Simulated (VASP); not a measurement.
# Al (P6_3/mmc) in VASP: notebook, part 2 of 2

VASP 6.6.1. The steps go on from the part before.

### 3 Single point, PBEsol

This run uses another cell than the first one, of 15.35 Å³/atom, 0.994 times its volume.

INCAR

```
SYSTEM = Al
  PREC = Accurate
  ENCUT = 520
  EDIFF = 1E-6
  ISMEAR = 0
  SIGMA = 0.15
  LREAL = .FALSE.
  LASPH = .TRUE.
  NELM = 80
  ALGO = Normal
  ISIF = 2
  LWAVE = .FALSE.
  LCHARG = .FALSE.
  GGA = PS
  NBANDS = 10
```

KPOINTS

```
Automatic mesh
0
G
  18 18 10
  0 0 0
```

POSCAR

```
Al
1.0
    2.8098000000      0.0000000000      0.0000000000
   -1.4049000000      2.4333581796      0.0000000000
    0.0000000000      0.0000000000      4.4899000000
Al
2
Direct
    0.6666666667      0.3333333333      0.7500000000
    0.3333333333      0.6666666667      0.2500000000
```

Potentials or basis: VASP PAW PBE potentials, release 64 (Al).

Command:

```
> cat potpaw_PBE.64/Al/POTCAR > POTCAR
> mpirun -np 1 vasp_std > vasp.out
```

Wall time 26 s (1 thread of AMD EPYC 9R45 (Zen 5), shared host); peak memory 0.15 GiB.

The run converged. Its results:

```yaml
Free_energy: -8.0844 eV
Pressure: 5.6 GPa
Band_gap_on_the_k_mesh: zero (band 3 reaches 13.34 eV, above the bottom of band 4 at 5.38 eV)
```

Stress tensor (GPa, compression positive):
```
4.80 0.00 0.00
0.00 4.80 0.00
0.00 0.00 7.20
```

Levels at points of the mesh, in eV from the Fermi level:
```csv
k point,band 1,band 2,band 3,band 4,band 5,band 6
"(0.00, 0.00, 0.00)",-11.64,-4.75,-4.21,10.79,10.79,11.08
"(0.50, 0.00, 0.00)",-5.62,-5.48,0.62,1.44,1.48,2.08
"(0.00, 0.00, 0.50)",-9.82,-9.82,4.01,4.01,11.98,11.98
"(0.50, 0.00, 0.50)",-4.18,-4.18,-3.35,-3.35,7.20,7.20
```

Caveat: the PAW data sets were made with another functional, which shifts forces and pressure a little.

### 4 Single point, PBEsol

This run uses another cell than the first one, of the same volume but with other edges.

INCAR

```
SYSTEM = Al
ALGO     = Normal         ! electronic algorithm
EDIFF    = 1E-6           ! SCF threshold, eV
ENCUT    = 520            ! plane-wave cutoff, eV
GGA      = PS             ! functional
ISIF     = 2              ! what is computed and relaxed
ISMEAR   = 0              ! smearing method
LASPH    = .TRUE.         ! aspherical terms in the spheres
LCHARG   = .FALSE.        ! write CHGCAR
LREAL    = .FALSE.        ! projectors in reciprocal space
LWAVE    = .FALSE.        ! write WAVECAR
NBANDS   = 10             ! bands
NELM     = 80             ! most SCF steps
PREC     = Accurate       ! precision mode
SIGMA    = 0.15           ! smearing width, eV
```

KPOINTS

```
k-points
0
G
  18 18 10
  0 0 0
```

POSCAR

```
Al
1.0
    2.6901000000      0.0000000000      0.0000000000
   -1.3450500000      2.3296949387      0.0000000000
    0.0000000000      0.0000000000      4.9351000000
Al
2
Direct
    0.6666666667      0.3333333333      0.7500000000
    0.3333333333      0.6666666667      0.2500000000
```

Potentials or basis: VASP PAW PBE potentials, release 64 (Al).

Command:

```
> cat potpaw_PBE.64/Al/POTCAR > POTCAR
> mpirun -np 1 vasp_std > vasp.out
```

OUTCAR:

```text
SYSTEM = Al
   EDIFF = 1E-6
   ENCUT = 520
   GGA = PS
   ISIF = 2
   ISMEAR = 0
   LASPH = .TRUE.
   LREAL = .FALSE.
   NELM = 80
   PREC = Accurate

 ion  position               nearest neighbor table
   1  0.667  0.333  0.750-   2 2.92   2 2.92   2 2.92   2 2.92   2 2.92   2 2.92
   2  0.333  0.667  0.250-   1 2.92   1 2.92   1 2.92   1 2.92   1 2.92   1 2.92

  LATTYP: Found a hexagonal cell.
 ALAT       =     2.6901000000
 C/A-ratio  =     1.8345414669

  Lattice vectors:

 A1 = (   2.6901000000,   0.0000000000,   0.0000000000)
 A2 = (  -1.3450500000,   2.3296949387,   0.0000000000)
 A3 = (   0.0000000000,   0.0000000000,   4.9351000000)

Analysis of symmetry for initial positions (statically):
=====================================================================
 Subroutine PRICEL returns:
 Original cell was already a primitive cell.

 Routine SETGRP: Setting up the symmetry group for a
 hexagonal supercell.

 Subroutine GETGRP returns: Found 24 space group operations
 (whereof 12 operations were pure point group operations)
 out of a pool of 24 trial point group operations.

The static configuration has the point symmetry D_3d.
 The point group associated with its full space group is D_6h.

Analysis of symmetry for dynamics (positions and initial velocities):
=====================================================================
 Subroutine PRICEL returns:
 Original cell was already a primitive cell.

 Routine SETGRP: Setting up the symmetry group for a
 hexagonal supercell.

 Subroutine GETGRP returns: Found 24 space group operations
 (whereof 12 operations were pure point group operations)
 out of a pool of 24 trial point group operations.

The dynamic configuration has the point symmetry D_3d.
 The point group associated with its full space group is D_6h.

 Subroutine INISYM returns: Found 24 space group operations
 (whereof 12 operations are pure point group operations),
 and found     1 'primitive' translations

----------------------------------------------------------------------------------------
[... 121 lines left out ...]
   IVDW    =     0    specifies the selected vdW correction
   LEPSILON=     F    determine dielectric tensor
   LRPA    =     F    only Hartree local field effects (RPA)
 non-spin polarized calculation
 Gauss-broadening in eV      SIGMA  =   0.15
  energy-cutoff  :      520.00
  volume of cell :       30.93
 maximum number of plane-waves:       855
 NGX is ok and might be reduce to    20

 number of electron       6.0000000 magnetization

 Free energy of the ion-electron system (eV)
  ---------------------------------------------------
  ext. energy  EPLUGINS =         0.00000000
  ---------------------------------------------------
  free energy    TOTEN  =        -8.03044695 eV

  energy without entropy =       -8.02249638  energy(sigma->0) =       -8.02647166

 E-fermi :   8.5942     XC(G=0): -10.4891

 val. band max:        8.5826046054   @ k =   0.3333   0.1667   0.4000
 cond. band min:       8.6095482952   @ k =   0.4444   0.0556   0.0000
 fundamental gap:      0.0269436898
 Fermi energy:         8.5941583749

 k-point     1 :       0.0000    0.0000    0.0000
  band No.  band energies     occupation
      1      -2.9573      2.00000
      2       2.7520      2.00000
      3       3.2178      2.00000
      4      18.9256      0.00000
      5      19.9173      0.00000
      6      21.4854      0.00000
      7      21.4854      0.00000
      8      21.7148      0.00000
      9      21.7148      0.00000
     10      24.9603      0.00000
[... 287 lines left out ...]
 k-point    24 :       0.3889    0.1111    0.0000
  band No.  band energies     occupation
      1       2.5439      2.00000
      2       5.3183      2.00000
      3       8.2428      1.99908
      4       8.4654      1.77509
      5      10.7504      0.00000
      6      11.3823      0.00000
      7      13.3169      0.00000
      8      17.9996      0.00000
      9      18.5035      0.00000
     10      20.9673      0.00000

 [... further k-points ...]

------------------------ aborting loop because EDIFF is reached ----------------------------------------

  FORCE on cell =-STRESS in cart. coord.  units (eV):
  Direction    XX          YY          ZZ          XY          YZ          ZX
  --------------------------------------------------------------------------------------
  -------------------------------------------------------------------------------------
  Total        1.9428923      1.9428923     -0.1447218      0.0000000     -0.0000000      0.0000000
  in kB      100.6458509    100.6458509     -7.4968898      0.0000000     -0.0000000      0.0000000
  external PRESSURE =      64.5982706 kB  Pullay stress =       0.0000000 kB

 VOLUME and BASIS-vectors are now :
 -----------------------------------------------------------------------------
  energy-cutoff  :      520.00
  volume of cell :       30.93
      direct lattice vectors                 reciprocal lattice vectors
     2.690100000  0.000000000  0.000000000     0.371733393  0.214620374  0.000000000
    -1.345050000  2.329694939  0.000000000     0.000000000  0.429240749  0.000000000
     0.000000000  0.000000000  4.935100000     0.000000000  0.000000000  0.202630139

 POSITION                                       TOTAL-FORCE (eV/Angst)
 -----------------------------------------------------------------------------------
      1.34505      0.77656      3.70133        -0.000000      0.000000      0.000000
     -0.00000      1.55313      1.23378         0.000000      0.000000      0.000000
 -----------------------------------------------------------------------------------
    total drift:                               -0.000000      0.000000     -0.000000

  FREE ENERGIE OF THE ION-ELECTRON SYSTEM (eV)
  ---------------------------------------------------
  free  energy   TOTEN  =        -8.0304469519 eV

  energy  without entropy=       -8.0224963763  energy(sigma->0) =       -8.02647166
```

stdout:

```text
POSCAR found type information on POSCAR Al
 POSCAR found :  1 types and       2 ions
 scaLAPACK will be used
 -----------------------------------------------------------------------------
|                                                                             |
|                                                                             |
|     You enforced a specific xc type in the INCAR file but a different       |
|     I HOPE YOU KNOW WHAT YOU ARE DOING!                                     |
|                                                                             |
 -----------------------------------------------------------------------------

 LDA part: xc-table for (Slater+PW92), standard interpolation
 POSCAR, INCAR and KPOINTS ok, starting setup
 FFT: planning ... GRIDC
 FFT: planning ... GRID_SOFT
 FFT: planning ... GRID
 WAVECAR not read
 entering main loop
```

It took 22 s on 1 thread of AMD EPYC 9R45 (Zen 5), shared host; peak memory 0.15 GiB.

What came out:

```yaml
Free_energy: -8.0304 eV
Pressure: 6.5 GPa
Band_gap_on_the_k_mesh: zero (band 3 reaches 11.85 eV, above the bottom of band 4 at 5.64 eV)
```

Levels at points of the mesh, in eV from the Fermi level:
```tsv
k point	band 1	band 2	band 3	band 4	band 5	band 6	band 7	band 8
(0.00, 0.00, 0.00)	-11.55	-5.84	-5.38	10.33	11.32	12.89	12.89	13.12
(0.50, 0.00, 0.00)	-5.00	-4.89	0.29	0.69	1.20	1.35	7.45	8.89
(0.00, 0.00, 0.50)	-10.05	-10.05	1.51	1.51	13.64	13.64	13.64	13.64
(0.50, 0.00, 0.50)	-3.92	-3.92	-2.95	-2.95	7.27	7.27	7.61	7.61
```

Caveat: the PAW data sets were made with another functional, which shifts forces and pressure a little.

### 5 Overview

| cell | gap on the mesh (eV) | pressure (GPa) |
| --- | --- | --- |
| a = 2.730, b = 2.730, c = 4.787 Å, angles 90.0, 90.0, 120.0°, 2 atoms | none | 5.5 |
| a = 2.810, b = 2.810, c = 4.490 Å, angles 90.0, 90.0, 120.0°, 2 atoms | none | 5.6 |
| a = 2.690, b = 2.690, c = 4.935 Å, angles 90.0, 90.0, 120.0°, 2 atoms | none | 6.5 |

Alike in all rows: task single point; level PBEsol; potentials or basis VASP PAW PBE potentials, release 64 (Al); no spin polarisation; k mesh 18 × 18 × 10; cutoff (eV) 520; smearing gaussian 0.15 eV.

Caveats: the PAW data sets were made with another functional, which shifts forces and pressure a little.

Total energies depend on the potentials used, so only differences within one code and one set of settings carry meaning.
